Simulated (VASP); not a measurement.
# NaF (l.bB) (Fm-3m) in VASP: single point with LDA

Aim: the single point of NaF (l.bB) with LDA.

Everything below comes from runs of VASP 6.6.1. Logs are shortened: lines on timing, memory, paths and dates and some standing lists are left out, and cuts for length are marked.

### 1 The cell of the first run

The structure is cubic, space group Fm-3m (No. 225). The conventional cell has a = 4.502 Å, b = 4.502 Å, c = 4.502 Å, α = 90.00°, β = 90.00°, γ = 90.00°. Na (site symmetry m-3m) has 6 F at 2.25 Å within 3.0 Å. F (site symmetry m-3m) has 6 Na at 2.25 Å within 3.0 Å.

### 2 Single point, LDA

INCAR reads:

```
  PREC = Accurate
  ENCUT = 600
  EDIFF = 1E-6
  ISMEAR = 0
  SIGMA = 0.02
  LREAL = False
  LASPH = True
  NELM = 120
  ALGO = Normal
  ISIF = 2
  LWAVE = False
  LCHARG = True
  LELF = True
  LVHAR = True
  NBANDS = 14
  GGA_COMPAT = False
```

KPOINTS reads:

```
Automatic mesh
0
Gamma
  8 8 8
```

POSCAR reads:

```
NaF
1.0
    0.0000000000      2.2511321385      2.2511321385
    2.2511321385      0.0000000000      2.2511321385
    2.2511321385      2.2511321385      0.0000000000
Na F
1 1
Direct
    0.0000000000      0.0000000000      0.0000000000
    0.5000000000      0.5000000000      0.5000000000
```

Potentials or basis: VASP PAW LDA potentials, release 64 (Na_pv, F).

On the command line:

```console
$ cat potpaw_LDA.64/Na_pv/POTCAR potpaw_LDA.64/F/POTCAR > POTCAR
$ mpirun -np 1 vasp_std > vasp.out
```

OUTCAR:

```text
PREC = Accurate
   ENCUT = 600
   EDIFF = 1E-6
   ISMEAR = 0
   LREAL = False
   LASPH = True
   NELM = 120
   ISIF = 2

 ion  position               nearest neighbor table
   1  0.000  0.000  0.000-   2 2.25   2 2.25   2 2.25   2 2.25   2 2.25   2 2.25
   2  0.500  0.500  0.500-   1 2.25   1 2.25   1 2.25   1 2.25   1 2.25   1 2.25

  LATTYP: Found a face centered cubic cell.
 ALAT       =     4.5022642770

  Lattice vectors:

 A1 = (   0.0000000000,   2.2511321385,   2.2511321385)
 A2 = (   2.2511321385,   0.0000000000,   2.2511321385)
 A3 = (   2.2511321385,   2.2511321385,   0.0000000000)

Analysis of symmetry for initial positions (statically):
=====================================================================
 Subroutine PRICEL returns:
 Original cell was already a primitive cell.

 Routine SETGRP: Setting up the symmetry group for a
 face centered cubic supercell.

 Subroutine GETGRP returns: Found 48 space group operations
 (whereof 48 operations were pure point group operations)
 out of a pool of 48 trial point group operations.

The static configuration has the point symmetry O_h .

Analysis of symmetry for dynamics (positions and initial velocities):
=====================================================================
 Subroutine PRICEL returns:
 Original cell was already a primitive cell.

 Routine SETGRP: Setting up the symmetry group for a
 face centered cubic supercell.

 Subroutine GETGRP returns: Found 48 space group operations
 (whereof 48 operations were pure point group operations)
 out of a pool of 48 trial point group operations.

The dynamic configuration has the point symmetry O_h .

 Subroutine INISYM returns: Found 48 space group operations
 (whereof 48 operations are pure point group operations),
 and found     1 'primitive' translations

----------------------------------------------------------------------------------------

                                     Primitive cell

  volume of cell :      22.8157

  direct lattice vectors                    reciprocal lattice vectors
     0.000000000  2.251132139  2.251132139    -0.222110462  0.222110462  0.222110462
     2.251132139  0.000000000  2.251132139     0.222110462 -0.222110462  0.222110462
     2.251132139  2.251132139  0.000000000     0.222110462  0.222110462 -0.222110462

  length of vectors
     3.183581601  3.183581601  3.183581601     0.384706606  0.384706606  0.384706606

  position of ions in fractional coordinates (direct lattice)
     0.000000000  0.000000000  0.000000000
[... 89 lines left out ...]
   NELECT =      14.0000    total number of electrons
   NUPDOWN=      -1.0000    fix difference up-down
   EMIN   =  10.00;   EMAX   =-10.00  energy-range for DOS
   EFERMI =   0.00;   METHOD = LEGACY
   ISMEAR =     0;   SIGMA  =   0.02  broadening in eV -4-tet -1-fermi 0-gaus
   EFERMI_NEDOS =   21; number of points for ismear=-14 and -15
   IALGO  =     38    algorithm
   IMIX   =      4    mixing-type and parameters
     AMIX     =   0.40;   BMIX     =  1.00
     AMIX_MAG =   1.60;   BMIX_MAG =  1.00
  volume/ion in A,a.u.               =      11.41        76.98
  Fermi-wavevector in a.u.,A,eV,Ry     =   1.391148  2.628888 26.331239  1.935291
  Thomas-Fermi vector in A             =   2.515014
   LORBIT       =      0    0 simple, 1 ext, 2 COOP (PROOUT), +10 PAW based schemes
   GGA     = CA    functional components
   LHFCALC =     F    Hartree Fock is set to
   AEXX    =    0.0000 exact exchange contribution
   IVDW    =     0    specifies the selected vdW correction
   LEPSILON=     F    determine dielectric tensor
   LRPA    =     F    only Hartree local field effects (RPA)
 non-spin polarized calculation
 Gauss-broadening in eV      SIGMA  =   0.02
  energy-cutoff  :      600.00
  volume of cell :       22.82
 maximum number of plane-waves:       778
 NGX is ok and might be reduce to    28
   NGX = 13   NGY = 13   NGZ = 13

 number of electron      14.0000003 magnetization

 Free energy of the ion-electron system (eV)
  ---------------------------------------------------
  ext. energy  EPLUGINS =         0.00000000
  ---------------------------------------------------
  free energy    TOTEN  =        -9.33450333 eV

  energy without entropy =       -9.33450333  energy(sigma->0) =       -9.33450333

 E-fermi :  -2.0292     XC(G=0): -10.3854

 val. band max:       -2.1127154580   @ k =   0.0000   0.0000   0.0000
 cond. band min:       4.3266962342   @ k =   0.0000   0.0000   0.0000
 fundamental gap:      6.4394116922
 Fermi energy:        -2.0291602695

 k-point     1 :       0.0000    0.0000    0.0000
  band No.  band energies     occupation
      1     -21.0359      2.00000
      2     -20.6308      2.00000
      3     -20.6308      2.00000
      4     -20.6308      2.00000
      5      -2.1127      2.00000
      6      -2.1127      2.00000
      7      -2.1127      2.00000
      8       4.3267      0.00000
      9      17.0212      0.00000
     10      17.0212      0.00000
     11      17.0212      0.00000
     12      20.0187      0.00000
     13      22.3472      0.00000
     14      22.3472      0.00000
[... 377 lines left out ...]
      1     -21.5554      2.00000
      2     -20.7088      2.00000
      3     -20.6743      2.00000
      4     -19.8874      2.00000
      5      -3.6447      2.00000
      6      -2.7934      2.00000
      7      -2.5183      2.00000
      8       9.8445      0.00000
      9      10.9039      0.00000
     10      15.5120      0.00000
     11      17.4596      0.00000
     12      20.6070      0.00000
     13      21.7142      0.00000
     14      26.8056      0.00000

 [... further k-points ...]

------------------------ aborting loop because EDIFF is reached ----------------------------------------

  FORCE on cell =-STRESS in cart. coord.  units (eV):
  Direction    XX          YY          ZZ          XY          YZ          ZX
  --------------------------------------------------------------------------------------
  -------------------------------------------------------------------------------------
  Total       -0.0193343     -0.0193343     -0.0193343     -0.0000000     -0.0000000      0.0000000
  in kB       -1.3577069     -1.3577069     -1.3577069     -0.0000000     -0.0000000      0.0000000
  external PRESSURE =      -1.3577069 kB  Pullay stress =       0.0000000 kB

 VOLUME and BASIS-vectors are now :
 -----------------------------------------------------------------------------
  energy-cutoff  :      600.00
  volume of cell :       22.82
      direct lattice vectors                 reciprocal lattice vectors
     0.000000000  2.251132139  2.251132139    -0.222110462  0.222110462  0.222110462
     2.251132139  0.000000000  2.251132139     0.222110462 -0.222110462  0.222110462
     2.251132139  2.251132139  0.000000000     0.222110462  0.222110462 -0.222110462

 POSITION                                       TOTAL-FORCE (eV/Angst)
 -----------------------------------------------------------------------------------
      0.00000      0.00000      0.00000        -0.000000      0.000000      0.000000
      2.25113      2.25113      2.25113         0.000000     -0.000000     -0.000000
 -----------------------------------------------------------------------------------
    total drift:                                0.000000      0.000000      0.000000

  FREE ENERGIE OF THE ION-ELECTRON SYSTEM (eV)
  ---------------------------------------------------
  free  energy   TOTEN  =        -9.3345033280 eV

  energy  without entropy=       -9.3345033280  energy(sigma->0) =       -9.33450333
```

OSZICAR:

```text
N       E                     dE             d eps       ncg     rms          rms(c)
DAV:   1     0.115200695368E+03    0.11520E+03   -0.81401E+03   812   0.135E+03
DAV:   2    -0.417293642073E+01   -0.11937E+03   -0.11144E+03   878   0.366E+02
DAV:   3    -0.101290435447E+02   -0.59561E+01   -0.59448E+01  1028   0.731E+01
DAV:   4    -0.101736805924E+02   -0.44637E-01   -0.44634E-01   896   0.663E+00
DAV:   5    -0.101740635263E+02   -0.38293E-03   -0.38293E-03  1028   0.627E-01    0.508E+00
DAV:   6    -0.937747179429E+01    0.79659E+00   -0.26791E+00   988   0.156E+01    0.174E+00
DAV:   7    -0.934977969011E+01    0.27692E-01   -0.35699E-02   836   0.202E+00    0.975E-01
DAV:   8    -0.933456058112E+01    0.15219E-01   -0.21258E-02   946   0.294E+00    0.147E-01
DAV:   9    -0.933462034193E+01   -0.59761E-04   -0.25816E-03   998   0.467E-01    0.104E-01
DAV:  10    -0.933450285283E+01    0.11749E-03   -0.48376E-04   932   0.254E-01    0.112E-02
DAV:  11    -0.933450349108E+01   -0.63826E-06   -0.27105E-05   944   0.737E-02    0.404E-03
DAV:  12    -0.933450332801E+01    0.16308E-06   -0.49875E-07   544   0.938E-03
   1 F= -.93345033E+01 E0= -.93345033E+01  d E =-.173853E-11
```

stdout:

```text
POSCAR found type information on POSCAR NaF
 POSCAR found :  2 types and       2 ions
 scaLAPACK will be used
 LDA part: xc-table for (Slater(with rela. corr.)+CA(PZ))
 , standard interpolation
 POSCAR, INCAR and KPOINTS ok, starting setup
 FFT: planning ... GRIDC
 FFT: planning ... GRID_SOFT
 FFT: planning ... GRID
 WAVECAR not read
 entering main loop
```

Wall time 5 s (1 thread of Intel Xeon 6975P-C (Granite Rapids), shared host); peak memory 0.13 GiB.

Results:

| Item | Value |
| --- | --- |
| Free energy | -9.3345 eV |
| Pressure | -0.1 GPa |
| Band gap on the k mesh | 6.44 eV, direct |
